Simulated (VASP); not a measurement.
**HfO2: single point with BLYP+D3(BJ)**

HfO2:

```xyz
12
Lattice="5.1489 0.0000 0.0000 0.0000 4.9371 0.0000 0.0000 0.0000 4.9647" Properties=species:S:1:pos:R:3 pbc="T T T"
Hf    4.9790    3.6165    3.6810
Hf    2.7444    3.6165    1.1987
Hf    2.4045    1.3206    3.6810
Hf    0.1699    1.3206    1.1987
O     3.2548    4.5848    4.3653
O     4.4686    4.5848    1.8829
O     1.2046    2.6655    2.4441
O     1.3699    2.6655    4.9264
O     3.9443    2.2717    4.9264
O     3.7790    2.2717    2.4441
O     0.6803    0.3523    4.3653
O     1.8941    0.3523    1.8829
```

```json
{
  "Program": "VASP 6.6.1",
  "Task": "single point",
  "Functional": "BLYP",
  "Dispersion": "D3(BJ)",
  "Potentials or basis": "VASP PAW PBE potentials, release 64 (Hf_pv, O)",
  "Cutoff": "520 eV",
  "k mesh": "5 × 6 × 5",
  "Occupations": "fermi-dirac, width 0.05 eV",
  "Spin": "no spin polarisation",
  "Dipole correction": "no",
  "Further INCAR settings": "ALGO = Normal; EDIFF = 1e-06; NBANDS = 56"
}
```

```yaml
Pressure: 17.9 GPa
Largest_force: 0.292 eV/Å
Band_gap_on_the_k_mesh: 4.63 eV, indirect (least direct gap 4.81 eV)
Dispersion_energy_per_atom: -0.564 eV
```

Forces in eV/Å, atoms in the order of the input:
```
Hf   0.143 -0.117  0.122
Hf  -0.143 -0.117  0.122
Hf   0.143  0.117  0.122
Hf  -0.143  0.117  0.122
O   -0.050 -0.070 -0.030
O    0.050 -0.070 -0.030
O    0.134  0.242 -0.092
O   -0.134  0.242 -0.092
O   -0.134 -0.242 -0.092
O    0.134 -0.242 -0.092
O   -0.050  0.070 -0.030
O    0.050  0.070 -0.030
```

Stress tensor (GPa, compression positive):
```
17.81  0.00  0.00
 0.00 18.57  0.00
 0.00  0.00 17.18
```

Levels at points of the mesh, in eV from the valence-band top:
```csv
k point,band 40,band 41,band 42,band 43,band 44,band 45,band 46,band 47,band 48,band 49
"(0.00, 0.00, 0.00)",-0.98,-0.71,-0.19,-0.07,0.00,5.19,5.41,5.54,5.99,6.09
"(0.00, 0.50, 0.00)",-0.86,-0.78,-0.37,-0.21,-0.11,4.70,5.13,5.20,5.86,5.89
```

Wall time 2.3 min on 1 thread of Intel(R) Xeon(R) 6975P-C (Granite Rapids) (shared host), peak memory 0.35 GiB.

Caveat: the PAW data sets were made with another functional, which shifts forces and pressure a little; spin-orbit coupling is left out, which moves the levels of the heavy elements. As with any semilocal functional, this BLYP gap is likely too small.
